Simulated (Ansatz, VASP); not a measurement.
# Two plane-wave programs on Ti

```
Ti
1.0
    -1.64100    1.64100    1.64100
     1.64100   -1.64100    1.64100
     1.64100    1.64100   -1.64100
Ti
1
Direct
  0.00000 0.00000 0.00000
```

Alike in both runs: task single point; functional PBEsol; k mesh 4 × 4 × 4; occupations fermi-dirac, width 0.1 eV; no spin polarisation.

```csv
,VASP,Ansatz
version,VASP 6.6.1,Ansatz 0.2.0
potentials or method,"VASP PAW PBE potentials, release 64 (Ti_sv)","plane waves, PAW"
plane-wave cutoff (eV),520,420
valence electrons in the cell,12,12
```

VASP gave:

* pressure (GPa): -6.2

Question: Estimate Ansatz's values.

Answer: Pressure (GPa): -6.1.

VASP's potentials were made for PBE, not for PBEsol.

The k mesh is coarse, so the values compare programs but aren't converged.
